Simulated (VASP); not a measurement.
# ZrB (R-3m) in VASP: notebook

Runs on ZrB. Level: PBE. Tasks: single point.

Program: VASP 6.6.1. These are calculated values, not measurements. Logs are shortened: lines on timing, memory, paths and dates and some standing lists are left out, and cuts for length are marked.

**1. The cell of the first run**

It takes space group R-3m (No. 166, trigonal). Conventional cell: a = 3.898 Å, b = 3.898 Å, c = 5.729 Å, α = 90.00°, β = 90.00°, γ = 120.00°. Zr (site symmetry -3m) has 8 B at 2.44 to 2.86 Å and 6 Zr at 2.95 Å within 3.2 Å. B (site symmetry -3m) has 8 Zr at 2.44 to 2.86 Å and 6 B at 2.95 Å within 3.2 Å.

**2. Single point, PBE**

Input file INCAR:

```
ALGO     = Normal         # electronic algorithm
EDIFF    = 1E-6           # SCF threshold, eV
ENCUT    = 520            # plane-wave cutoff, eV
GGA      = PE             # functional
ISIF     = 2              # what is computed and relaxed
ISMEAR   = 0              # smearing method
LASPH    = True           # aspherical terms in the spheres
LCHARG   = True           # write CHGCAR
LELF     = True           # ELF
LREAL    = False          # projectors in reciprocal space
LVHAR    = True         
LWAVE    = False          # write WAVECAR
NBANDS   = 14             # bands
NELM     = 60             # most SCF steps
PREC     = Accurate       # precision mode
SIGMA    = 0.15           # smearing width, eV
```

Input file KPOINTS:

```
k-points
0
Gamma
  20 20 20
```

Input file POSCAR:

```
ZrB
1.0
   -0.7350912829      2.0215010281      2.0215010281
    2.0215010281     -0.7350912829      2.0215010281
    2.0215010281      2.0215010281     -0.7350912829
Zr B
1 1
Direct
    0.0000000000      0.0000000000      0.0000000000
    0.5000000000      0.5000000000      0.5000000000
```

Potentials or basis: VASP PAW PBE potentials, release 64 (Zr_sv, B).

Launch:

```bash
> cat potpaw_PBE.64/Zr_sv/POTCAR potpaw_PBE.64/B/POTCAR > POTCAR
> mpirun -np 1 vasp_std > vasp.out
```

OUTCAR:

```text
EDIFF = 1E-6
   ENCUT = 520
   GGA = PE
   ISIF = 2
   ISMEAR = 0
   LASPH = True
   LREAL = False
   NELM = 60
   PREC = Accurate

 ion  position               nearest neighbor table
   1  0.000  0.000  0.000-   2 2.44   2 2.44   2 2.44   2 2.44   2 2.44   2 2.44   2 2.86   2 2.86

   2  0.500  0.500  0.500-   1 2.44   1 2.44   1 2.44   1 2.44   1 2.44   1 2.44   1 2.86   1 2.86

  LATTYP: Found a trigonal (rhomboedric) cell.
 ALAT       =     2.9518285871
 COS(alpha) =     0.1279069768

  Lattice vectors:

 A1 = (  -0.7350912829,   2.0215010281,   2.0215010281)
 A2 = (   2.0215010281,  -0.7350912829,   2.0215010281)
 A3 = (   2.0215010281,   2.0215010281,  -0.7350912829)

Analysis of symmetry for initial positions (statically):
=====================================================================
 Subroutine PRICEL returns:
 Original cell was already a primitive cell.

 Routine SETGRP: Setting up the symmetry group for a
 trigonal (rhombohedral) supercell.

 Subroutine GETGRP returns: Found 12 space group operations
 (whereof 12 operations were pure point group operations)
 out of a pool of 12 trial point group operations.

The static configuration has the point symmetry D_3d.

Analysis of symmetry for dynamics (positions and initial velocities):
=====================================================================
 Subroutine PRICEL returns:
 Original cell was already a primitive cell.

 Routine SETGRP: Setting up the symmetry group for a
 trigonal (rhombohedral) supercell.

 Subroutine GETGRP returns: Found 12 space group operations
 (whereof 12 operations were pure point group operations)
 out of a pool of 12 trial point group operations.

The dynamic configuration has the point symmetry D_3d.

 Subroutine INISYM returns: Found 12 space group operations
 (whereof 12 operations are pure point group operations),
 and found     1 'primitive' translations

----------------------------------------------------------------------------------------

                                     Primitive cell

  volume of cell :      25.1362

  direct lattice vectors                    reciprocal lattice vectors
    -0.735091283  2.021501028  2.021501028    -0.141075954  0.221690784  0.221690784
     2.021501028 -0.735091283  2.021501028     0.221690784 -0.141075954  0.221690784
     2.021501028  2.021501028 -0.735091283     0.221690784  0.221690784 -0.141075954

  length of vectors
     2.951828587  2.951828587  2.951828587     0.343796498  0.343796498  0.343796498

  position of ions in fractional coordinates (direct lattice)
     0.000000000  0.000000000  0.000000000
     0.500000000  0.500000000  0.500000000

  ion indices of the primitive-cell ions
   primitive index   ion index
                 1           1
                 2           2

----------------------------------------------------------------------------------------

 KPOINTS: k-points

Automatic generation of k-mesh.
 Grid dimensions read from file:
 generate k-points for:   20   20   20

 Generating k-lattice:

  Cartesian coordinates                     Fractional coordinates (reciprocal lattice)
    -0.007053798  0.011084539  0.011084539     0.050000000 -0.000000000 -0.000000000
     0.011084539 -0.007053798  0.011084539    -0.000000000  0.050000000 -0.000000000
     0.011084539  0.011084539 -0.007053798    -0.000000000 -0.000000000  0.050000000

  Length of vectors
     0.017189825  0.017189825  0.017189825

  Shift w.r.t. Gamma in fractional coordinates (k-lattice)
     0.000000000  0.000000000  0.000000000

 Subroutine IBZKPT returns following result:
 ===========================================

 Found    781 irreducible k-points:

 Following reciprocal coordinates:
            Coordinates               Weight
  0.000000  0.000000  0.000000      1.000000
  0.050000 -0.000000 -0.000000      6.000000
  0.100000  0.000000  0.000000      6.000000
  0.150000  0.000000  0.000000      6.000000
  0.200000  0.000000  0.000000      6.000000
  0.250000  0.000000  0.000000      6.000000
[... 16 lines left out ...]
 -0.400000  0.050000 -0.000000     12.000000
 -0.350000  0.050000  0.000000     12.000000
 [... further k-points ...]
   k-points           NKPTS =    781   k-points in BZ     NKDIM =    781   number of bands    NBANDS=     14
   number of dos      NEDOS =    301   number of ions     NIONS =      2
   total plane-waves  NPLWV =  13824
   dimension x,y,z NGX =    24 NGY =   24 NGZ =   24
   dimension x,y,z NGXF=    48 NGYF=   48 NGZF=   48
   ions per type =               1   1
   NGX,Y,Z   is equivalent  to a cutoff of  13.52, 13.52, 13.52 a.u.
   NGXF,Y,Z  is equivalent  to a cutoff of  27.03, 27.03, 27.03 a.u.
 SYSTEM =  unknown system
   PREC   = accura    normal or accurate (medium, high low for compatibility)
   ISTART =      0    job   : 0-new  1-cont  2-samecut
   ICHARG =      2    charge: 1-file 2-atom 10-const
   ISPIN  =      1    spin polarized calculation?
   LNONCOLLINEAR =      F non collinear calculations
   LSORBIT =      F    spin-orbit coupling
   LASPH  =      T    aspherical Exc in radial PAW
   ENCUT  =  520.0 eV  38.22 Ry    6.18 a.u.   5.49  5.49  5.49*2*pi/ulx,y,z
   NELM   =     60;   NELMIN=  2; NELMDL= -5     # of ELM steps
   EDIFF  = 0.1E-05   stopping-criterion for ELM
   LREAL  =      F    real-space projection
   EDIFFG = 0.1E-04   stopping-criterion for IOM
   NSW    =      0    number of steps for IOM
   IBRION =     -1    ionic relax: 0-MD 1-quasi-New 2-CG
   NFREE  =      0    steps in history (QN), initial steepest desc. (CG)
   ISIF   =      2    stress and relaxation
   ISYM   =      2    0-nonsym 1-usesym 2-fastsym
   POTIM  = 0.5000    time-step for ionic-motion
   TEBEG  =    0.0;   TEEND  =   0.0 temperature during run
   PSTRESS=    0.0 pullay stress
   NELECT =      15.0000    total number of electrons
   NUPDOWN=      -1.0000    fix difference up-down
   EMIN   =  10.00;   EMAX   =-10.00  energy-range for DOS
   EFERMI =   0.00;   METHOD = LEGACY
   ISMEAR =     0;   SIGMA  =   0.15  broadening in eV -4-tet -1-fermi 0-gaus
   EFERMI_NEDOS =   21; number of points for ismear=-14 and -15
   IALGO  =     38    algorithm
   IMIX   =      4    mixing-type and parameters
     AMIX     =   0.40;   BMIX     =  1.00
     AMIX_MAG =   1.60;   BMIX_MAG =  1.00
  volume/ion in A,a.u.               =      12.57        84.81
  Fermi-wavevector in a.u.,A,eV,Ry     =   1.378285  2.604581 25.846565  1.899669
  Thomas-Fermi vector in A             =   2.503360
   LORBIT       =      0    0 simple, 1 ext, 2 COOP (PROOUT), +10 PAW based schemes
   GGA     = PE    functional components
   LHFCALC =     F    Hartree Fock is set to
   AEXX    =    0.0000 exact exchange contribution
   IVDW    =     0    specifies the selected vdW correction
   LEPSILON=     F    determine dielectric tensor
   LRPA    =     F    only Hartree local field effects (RPA)
 non-spin polarized calculation
 Gauss-broadening in eV      SIGMA  =   0.15
  energy-cutoff  :      520.00
  volume of cell :       25.14
 maximum number of plane-waves:       700
 NGX is ok and might be reduce to    24
   NGX = 11   NGY = 11   NGZ = 11

 number of electron      15.0000000 magnetization

 Free energy of the ion-electron system (eV)
  ---------------------------------------------------
  ext. energy  EPLUGINS =         0.00000000
  ---------------------------------------------------
  free energy    TOTEN  =       -15.04467713 eV

  energy without entropy =      -15.02621494  energy(sigma->0) =      -15.03544603

 E-fermi :  10.3437     XC(G=0): -12.2796

 val. band max:       10.3436832261   @ k =   0.3500   0.1500   0.1500
 cond. band min:      10.3456660302   @ k =  -0.4000   0.3000   0.2000
 fundamental gap:      0.0019828042
 Fermi energy:        10.3437095932

 k-point     1 :       0.0000    0.0000    0.0000
  band No.  band energies     occupation
      1     -37.8621      2.00000
      2     -15.5021      2.00000
      3     -15.5021      2.00000
      4     -15.2651      2.00000
      5       0.5836      2.00000
      6       8.6184      2.00000
      7       8.6184      2.00000
      8      13.1390      0.00000
      9      13.1390      0.00000
     10      13.4832      0.00000
     11      14.9128      0.00000
     12      14.9128      0.00000
     13      15.4214      0.00000
     14      23.5386      0.00000

 k-point     2 :       0.0500   -0.0000   -0.0000
  band No.  band energies     occupation
      1     -37.8589      2.00000
      2     -15.5233      2.00000
      3     -15.4991      2.00000
      4     -15.2745      2.00000
      5       0.6412      2.00000
      6       8.6223      2.00000
      7       8.6352      2.00000
      8      12.8471      0.00000
      9      13.1112      0.00000
     10      13.2976      0.00000
     11      15.0767      0.00000
     12      15.2500      0.00000
     13      15.4692      0.00000
     14      23.5793      0.00000

 k-point     3 :       0.1000    0.0000    0.0000
  band No.  band energies     occupation
      1     -37.8493      2.00000
      2     -15.5946      2.00000
      3     -15.4904      2.00000
      4     -15.2912      2.00000
      5       0.8105      2.00000
      6       8.6081      2.00000
      7       8.6816      2.00000
      8      12.2858      0.00000
      9      12.9112      0.00000
     10      13.0855      0.00000
     11      15.2285      0.00000
     12      15.7584      0.00000
     13      15.9498      0.00000
     14      23.6959      0.00000
[... 324 lines left out ...]
 k-point    23 :      -0.4000    0.0500   -0.0000
  band No.  band energies     occupation
      1     -37.7354      2.00000
      2     -16.5415      2.00000
      3     -15.4075      2.00000
      4     -15.2714      2.00000
      5       3.5772      2.00000
      6       6.0512      2.00000
      7       8.4879      2.00000
      8      10.8371      0.00000
      9      11.0160      0.00000
     10      14.5915      0.00000
     11      16.6996      0.00000
     12      18.8386      0.00000
     13      20.1541      0.00000
     14      20.7220      0.00000

 k-point    24 :      -0.3500    0.0500    0.0000
  band No.  band energies     occupation
      1     -37.7505      2.00000
      2     -16.4177      2.00000
      3     -15.4223      2.00000
      4     -15.2808      2.00000
      5       3.0114      2.00000
      6       6.6858      2.00000
      7       8.5844      2.00000
      8      10.8467      0.00000
      9      11.1651      0.00000
     10      14.5993      0.00000
     11      15.7826      0.00000
     12      18.5154      0.00000
     13      19.9097      0.00000
     14      20.8508      0.00000

 [... further k-points ...]

------------------------ aborting loop because EDIFF is reached ----------------------------------------

  FORCE on cell =-STRESS in cart. coord.  units (eV):
  Direction    XX          YY          ZZ          XY          YZ          ZX
  --------------------------------------------------------------------------------------
  -------------------------------------------------------------------------------------
  Total        3.5427849      3.5427849      3.5427849      0.5978899      0.5978899      0.5978899
  in kB      225.8169286    225.8169286    225.8169286     38.1094711     38.1094711     38.1094711
  external PRESSURE =     225.8169286 kB  Pullay stress =       0.0000000 kB

 VOLUME and BASIS-vectors are now :
 -----------------------------------------------------------------------------
  energy-cutoff  :      520.00
  volume of cell :       25.14
      direct lattice vectors                 reciprocal lattice vectors
    -0.735091283  2.021501028  2.021501028    -0.141075954  0.221690784  0.221690784
     2.021501028 -0.735091283  2.021501028     0.221690784 -0.141075954  0.221690784
     2.021501028  2.021501028 -0.735091283     0.221690784  0.221690784 -0.141075954

 POSITION                                       TOTAL-FORCE (eV/Angst)
 -----------------------------------------------------------------------------------
      0.00000      0.00000      0.00000         0.000000     -0.000000      0.000000
      1.65396      1.65396      1.65396        -0.000000      0.000000     -0.000000
 -----------------------------------------------------------------------------------
    total drift:                                0.000000     -0.000000     -0.000000

  FREE ENERGIE OF THE ION-ELECTRON SYSTEM (eV)
  ---------------------------------------------------
  free  energy   TOTEN  =       -15.0446771318 eV

  energy  without entropy=      -15.0262149373  energy(sigma->0) =      -15.03544603
```

Run time: 4.4 min. Hardware: 1 thread of Intel Xeon 8259CL, shared host; peak memory 0.38 GiB.

What came out:

| Property | Result |
| --- | --- |
| Free energy | -15.0447 eV |
| Pressure | 22.6 GPa |
| Band gap on the k mesh | zero (an odd number of electrons rules out a gap without spin polarisation) |

Stress tensor (GPa, compression positive):
```
22.58  3.81  3.81
 3.81 22.58  3.81
 3.81  3.81 22.58
```

Caveat: the cell stands under pressure.

(Part 1 of 2 ends here.)
